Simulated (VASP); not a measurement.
# HgSb2 (Fd-3m) in VASP: notebook

Runs on HgSb2. Level: PBE. Tasks: single point, relaxation of cell and atoms.

Everything below comes from runs of VASP 6.6.1. Logs are shortened: lines on timing, memory, paths and dates and some standing lists are left out, and cuts for length are marked.

## Step 1: The cell of the first run

Symmetry: Fd-3m, No. 227, cubic system. The conventional cell has a = 8.927 Å, b = 8.927 Å, c = 8.927 Å, α = 90.00°, β = 90.00°, γ = 90.00°. Hg (site symmetry -43m) has 12 Sb at 3.70 Å and 4 Hg at 3.87 Å within 4.9 Å. Within 4.2 Å of Sb (site symmetry -3m) lie 6 Sb at 3.16 Å and 6 Hg at 3.70 Å.

## Step 2: Single point, PBE

File INCAR:

```
SYSTEM = HgSb2
  PREC = Accurate
  ENCUT = 520
  EDIFF = 1E-6
  ISMEAR = 0
  SIGMA = 0.1
  LREAL = .False.
  LASPH = .True.
  NELM = 100
  ALGO = Normal
  ISIF = 2
  LWAVE = .False.
  LCHARG = .False.
  GGA = PE
  NBANDS = 31
```

File KPOINTS:

```
regular mesh
0
Gamma
  8 8 8
  0 0 0
```

File POSCAR:

```
HgSb2
1.0
    0.0000000000      4.4635864091      4.4635864091
    4.4635864091      0.0000000000      4.4635864091
    4.4635864091      4.4635864091      0.0000000000
Hg Sb
2 4
Direct
    0.5000000000      0.5000000000      0.5000000000
    0.7500000000      0.7500000000      0.7500000000
    0.1250000000      0.1250000000      0.1250000000
    0.6250000000      0.1250000000      0.1250000000
    0.1250000000      0.1250000000      0.6250000000
    0.1250000000      0.6250000000      0.1250000000
```

Potentials or basis: VASP PAW PBE potentials, release 64 (Hg, Sb).

Run with:

```console
> cat potpaw_PBE.64/Hg/POTCAR potpaw_PBE.64/Sb/POTCAR > POTCAR
> mpirun -np 1 vasp_std > vasp.out
```

OUTCAR:

```text
SYSTEM = HgSb2
   PREC = Accurate
   ENCUT = 520
   EDIFF = 1E-6
   ISMEAR = 0
   LREAL = .False.
   LASPH = .True.
   NELM = 100
   ISIF = 2
   GGA = PE

 ion  position               nearest neighbor table
   1  0.500  0.500  0.500-   5 3.70   6 3.70   4 3.70   5 3.70   4 3.70   6 3.70   3 3.70   3 3.70
                             3 3.70   4 3.70   5 3.70   6 3.70   2 3.87   2 3.87   2 3.87   2 3.87
   2  0.750  0.750  0.750-   4 3.70   6 3.70   4 3.70   5 3.70   5 3.70   6 3.70   3 3.70   6 3.70
                             3 3.70   3 3.70   4 3.70   5 3.70   1 3.87   1 3.87   1 3.87   1 3.87
   3  0.125  0.125  0.125-   4 3.16   5 3.16   6 3.16   5 3.16   6 3.16   4 3.16   1 3.70   2 3.70
                             1 3.70   2 3.70   1 3.70   2 3.70
   4  0.625  0.125  0.125-   3 3.16   5 3.16   6 3.16   3 3.16   5 3.16   6 3.16   2 3.70   1 3.70
                             2 3.70   1 3.70   1 3.70   2 3.70
   5  0.125  0.125  0.625-   3 3.16   3 3.16   4 3.16   6 3.16   6 3.16   4 3.16   1 3.70   2 3.70
                             1 3.70   2 3.70   1 3.70   2 3.70
   6  0.125  0.625  0.125-   3 3.16   5 3.16   3 3.16   4 3.16   5 3.16   4 3.16   1 3.70   2 3.70
                             1 3.70   2 3.70   1 3.70   2 3.70

  LATTYP: Found a face centered cubic cell.
 ALAT       =     8.9271728182

  Lattice vectors:

 A1 = (   0.0000000000,   4.4635864091,   4.4635864091)
 A2 = (   4.4635864091,   0.0000000000,   4.4635864091)
 A3 = (   4.4635864091,   4.4635864091,   0.0000000000)

Analysis of symmetry for initial positions (statically):
=====================================================================
 Subroutine PRICEL returns:
 Original cell was already a primitive cell.

 Routine SETGRP: Setting up the symmetry group for a
 face centered cubic supercell.

 Subroutine GETGRP returns: Found 48 space group operations
 (whereof 24 operations were pure point group operations)
 out of a pool of 48 trial point group operations.

The static configuration has the point symmetry T_d .
 The point group associated with its full space group is O_h .

Analysis of symmetry for dynamics (positions and initial velocities):
=====================================================================
 Subroutine PRICEL returns:
 Original cell was already a primitive cell.

 Routine SETGRP: Setting up the symmetry group for a
 face centered cubic supercell.

 Subroutine GETGRP returns: Found 48 space group operations
 (whereof 24 operations were pure point group operations)
 out of a pool of 48 trial point group operations.

The dynamic configuration has the point symmetry T_d .
 The point group associated with its full space group is O_h .

 Subroutine INISYM returns: Found 48 space group operations
 (whereof 24 operations are pure point group operations),
 and found     1 'primitive' translations

----------------------------------------------------------------------------------------

                                     Primitive cell

  volume of cell :     177.8615

  direct lattice vectors                    reciprocal lattice vectors
     0.000000000  4.463586409  4.463586409    -0.112017547  0.112017547  0.112017547
     4.463586409  0.000000000  4.463586409     0.112017547 -0.112017547  0.112017547
     4.463586409  4.463586409  0.000000000     0.112017547  0.112017547 -0.112017547

  length of vectors
     6.312464437  6.312464437  6.312464437     0.194020083  0.194020083  0.194020083

  position of ions in fractional coordinates (direct lattice)
     0.500000000  0.500000000  0.500000000
     0.750000000  0.750000000  0.750000000
     0.125000000  0.125000000  0.125000000
     0.625000000  0.125000000  0.125000000
     0.125000000  0.125000000  0.625000000
     0.125000000  0.625000000  0.125000000

  ion indices of the primitive-cell ions
   primitive index   ion index
                 1           1
                 2           2
                 3           3
                 4           4
                 5           5
                 6           6

----------------------------------------------------------------------------------------

 KPOINTS: regular mesh

Automatic generation of k-mesh.
 Grid dimensions read from file:
 generate k-points for:    8    8    8

 Generating k-lattice:

  Cartesian coordinates                     Fractional coordinates (reciprocal lattice)
    -0.014002193  0.014002193  0.014002193     0.125000000  0.000000000  0.000000000
     0.014002193 -0.014002193  0.014002193     0.000000000  0.125000000  0.000000000
     0.014002193  0.014002193 -0.014002193     0.000000000  0.000000000  0.125000000

  Length of vectors
     0.024252510  0.024252510  0.024252510

  Shift w.r.t. Gamma in fractional coordinates (k-lattice)
     0.000000000  0.000000000  0.000000000

 Subroutine IBZKPT returns following result:
 ===========================================

 Found     29 irreducible k-points:

 Following reciprocal coordinates:
            Coordinates               Weight
  0.000000  0.000000  0.000000      1.000000
  0.125000  0.000000  0.000000      8.000000
  0.250000  0.000000  0.000000      8.000000
  0.375000  0.000000  0.000000      8.000000
  0.500000  0.000000  0.000000      4.000000
  0.125000  0.125000  0.000000      6.000000
[... 16 lines left out ...]
  0.500000  0.250000  0.125000     48.000000
 -0.375000  0.250000  0.125000     24.000000
 [... further k-points ...]
   k-points           NKPTS =     29   k-points in BZ     NKDIM =     29   number of bands    NBANDS=     31
   number of dos      NEDOS =    301   number of ions     NIONS =      6
   total plane-waves  NPLWV = 110592
   dimension x,y,z NGX =    48 NGY =   48 NGZ =   48
   dimension x,y,z NGXF=    96 NGYF=   96 NGZF=   96
   ions per type =               2   4
   NGX,Y,Z   is equivalent  to a cutoff of  12.64, 12.64, 12.64 a.u.
   NGXF,Y,Z  is equivalent  to a cutoff of  25.28, 25.28, 25.28 a.u.
 SYSTEM =  HgSb2
   PREC   = accura    normal or accurate (medium, high low for compatibility)
   ISTART =      0    job   : 0-new  1-cont  2-samecut
   ICHARG =      2    charge: 1-file 2-atom 10-const
   ISPIN  =      1    spin polarized calculation?
   LNONCOLLINEAR =      F non collinear calculations
   LSORBIT =      F    spin-orbit coupling
   LASPH  =      T    aspherical Exc in radial PAW
   ENCUT  =  520.0 eV  38.22 Ry    6.18 a.u.  11.74 11.74 11.74*2*pi/ulx,y,z
   NELM   =    100;   NELMIN=  2; NELMDL= -5     # of ELM steps
   EDIFF  = 0.1E-05   stopping-criterion for ELM
   LREAL  =      F    real-space projection
   EDIFFG = 0.1E-04   stopping-criterion for IOM
   NSW    =      0    number of steps for IOM
   IBRION =     -1    ionic relax: 0-MD 1-quasi-New 2-CG
   NFREE  =      0    steps in history (QN), initial steepest desc. (CG)
   ISIF   =      2    stress and relaxation
   ISYM   =      2    0-nonsym 1-usesym 2-fastsym
   POTIM  = 0.5000    time-step for ionic-motion
   TEBEG  =    0.0;   TEEND  =   0.0 temperature during run
   PSTRESS=    0.0 pullay stress
   NELECT =      44.0000    total number of electrons
   NUPDOWN=      -1.0000    fix difference up-down
   EMIN   =  10.00;   EMAX   =-10.00  energy-range for DOS
   EFERMI =   0.00;   METHOD = LEGACY
   ISMEAR =     0;   SIGMA  =   0.10  broadening in eV -4-tet -1-fermi 0-gaus
   EFERMI_NEDOS =   21; number of points for ismear=-14 and -15
   IALGO  =     38    algorithm
   IMIX   =      4    mixing-type and parameters
     AMIX     =   0.40;   BMIX     =  1.00
     AMIX_MAG =   1.60;   BMIX_MAG =  1.00
  volume/ion in A,a.u.               =      29.64       200.04
  Fermi-wavevector in a.u.,A,eV,Ry     =   1.027697  1.942066 14.369946  1.056161
  Thomas-Fermi vector in A             =   2.161655
   LORBIT       =      0    0 simple, 1 ext, 2 COOP (PROOUT), +10 PAW based schemes
   GGA     = PE    functional components
   LHFCALC =     F    Hartree Fock is set to
   AEXX    =    0.0000 exact exchange contribution
   IVDW    =     0    specifies the selected vdW correction
   LEPSILON=     F    determine dielectric tensor
   LRPA    =     F    only Hartree local field effects (RPA)
 non-spin polarized calculation
 Gauss-broadening in eV      SIGMA  =   0.10
  energy-cutoff  :      520.00
  volume of cell :      177.86
 maximum number of plane-waves:      4813
   NGX = 23   NGY = 23   NGZ = 23

 number of electron      44.0000000 magnetization

 Free energy of the ion-electron system (eV)
  ---------------------------------------------------
  ext. energy  EPLUGINS =         0.00000000
  ---------------------------------------------------
  free energy    TOTEN  =       -15.61883642 eV

  energy without entropy =      -15.60433617  energy(sigma->0) =      -15.61158629

 E-fermi :   5.0112     XC(G=0):  -9.6978

 val. band max:        4.9747444160   @ k =   0.5000   0.2500   0.0000
 cond. band min:       5.0161608298   @ k =   0.5000   0.3750   0.0000
 fundamental gap:      0.0414164138
 Fermi energy:         5.0111772751

 k-point     1 :       0.0000    0.0000    0.0000
  band No.  band energies     occupation
      1      -6.8937      2.00000
      2      -2.7256      2.00000
      3      -2.7256      2.00000
      4      -2.7256      2.00000
      5      -1.0900      2.00000
      6      -1.0900      2.00000
[... 23 lines left out ...]
     30       9.2704      0.00000
     31       9.2704      0.00000

 k-point     2 :       0.1250    0.0000    0.0000
  band No.  band energies     occupation
      1      -6.8267      2.00000
      2      -3.1482      2.00000
      3      -2.7648      2.00000
      4      -2.7648      2.00000
      5      -1.0504      2.00000
      6      -1.0504      2.00000
[... 23 lines left out ...]
     30       9.2294      0.00000
     31       9.2294      0.00000

 k-point     3 :       0.2500    0.0000    0.0000
  band No.  band energies     occupation
      1      -6.6361      2.00000
      2      -3.8759      2.00000
      3      -2.8517      2.00000
      4      -2.8517      2.00000
      5      -1.0202      2.00000
      6      -0.9771      2.00000
[... 23 lines left out ...]
     30       9.3698      0.00000
     31       9.3698      0.00000

 k-point     4 :       0.3750    0.0000    0.0000
  band No.  band energies     occupation
      1      -6.3723      2.00000
      2      -4.5111      2.00000
      3      -2.9297      2.00000
      4      -2.9297      2.00000
      5      -0.9976      2.00000
      6      -0.9976      2.00000
[... 23 lines left out ...]
     30       9.6684      0.00000
     31       9.6684      0.00000

 k-point     5 :       0.5000    0.0000    0.0000
  band No.  band energies     occupation
      1      -6.2149      2.00000
      2      -4.7975      2.00000
      3      -2.9600      2.00000
      4      -2.9600      2.00000
      5      -1.0073      2.00000
      6      -1.0073      2.00000
[... 23 lines left out ...]
     30      10.0978      0.00000
     31      10.0978      0.00000
[... 542 lines left out ...]
     30       9.5050      0.00000
     31       9.5777      0.00000

 k-point    22 :       0.3750    0.2500    0.1250
  band No.  band energies     occupation
      1      -6.4645      2.00000
      2      -4.2461      2.00000
      3      -3.0163      2.00000
      4      -2.9250      2.00000
      5      -1.0141      2.00000
      6      -1.0020      2.00000
[... 23 lines left out ...]
     30       8.8624      0.00000
     31       9.5196      0.00000

 k-point    23 :       0.5000    0.2500    0.1250
  band No.  band energies     occupation
      1      -6.1984      2.00000
      2      -4.7343      2.00000
      3      -3.1450      2.00000
      4      -2.9943      2.00000
      5      -0.9834      2.00000
      6      -0.9818      2.00000
[... 23 lines left out ...]
     30       9.2411      0.00000
     31       9.4766      0.00000

 k-point    24 :      -0.3750    0.2500    0.1250
  band No.  band energies     occupation
      1      -6.0300      2.00000
      2      -4.9866      2.00000
      3      -3.1926      2.00000
      4      -3.0235      2.00000
      5      -0.9828      2.00000
      6      -0.9614      2.00000
[... 23 lines left out ...]
     30       9.6849      0.00000
     31      10.1617      0.00000

 [... further k-points ...]

------------------------ aborting loop because EDIFF is reached ----------------------------------------

  FORCE on cell =-STRESS in cart. coord.  units (eV):
  Direction    XX          YY          ZZ          XY          YZ          ZX
  --------------------------------------------------------------------------------------
  -------------------------------------------------------------------------------------
  Total       -0.0345772     -0.0345772     -0.0345772     -0.0000000      0.0000000     -0.0000000
  in kB       -0.3114714     -0.3114714     -0.3114714     -0.0000000      0.0000000     -0.0000000
  external PRESSURE =      -0.3114714 kB  Pullay stress =       0.0000000 kB

 VOLUME and BASIS-vectors are now :
 -----------------------------------------------------------------------------
  energy-cutoff  :      520.00
  volume of cell :      177.86
      direct lattice vectors                 reciprocal lattice vectors
     0.000000000  4.463586409  4.463586409    -0.112017547  0.112017547  0.112017547
     4.463586409  0.000000000  4.463586409     0.112017547 -0.112017547  0.112017547
     4.463586409  4.463586409  0.000000000     0.112017547  0.112017547 -0.112017547

 POSITION                                       TOTAL-FORCE (eV/Angst)
 -----------------------------------------------------------------------------------
      4.46359      4.46359      4.46359        -0.000000     -0.000000     -0.000000
      6.69538      6.69538      6.69538         0.000000      0.000000      0.000000
      1.11590      1.11590      1.11590         0.000000      0.000000     -0.000000
      1.11590      3.34769      3.34769         0.000000      0.000000     -0.000000
      3.34769      3.34769      1.11590         0.000000      0.000000     -0.000000
      3.34769      1.11590      3.34769        -0.000000      0.000000     -0.000000
 -----------------------------------------------------------------------------------
    total drift:                               -0.000000     -0.000000     -0.000000

  FREE ENERGIE OF THE ION-ELECTRON SYSTEM (eV)
  ---------------------------------------------------
  free  energy   TOTEN  =       -15.6188364162 eV

  energy  without entropy=      -15.6043361730  energy(sigma->0) =      -15.61158629
```

Wall time 80 s (1 thread of Intel Xeon 6975P-C (Granite Rapids), shared host); peak memory 0.39 GiB.

What came out:

```yaml
Free_energy: -15.6188 eV
Pressure: 0.0 GPa
Band_gap_on_the_k_mesh: zero (band 22 reaches 5.67 eV, above the bottom of band 23 at 4.79 eV)
```

Caveat: spin-orbit coupling is left out, which moves the levels of the heavy elements.

[end of part 1 of 2]
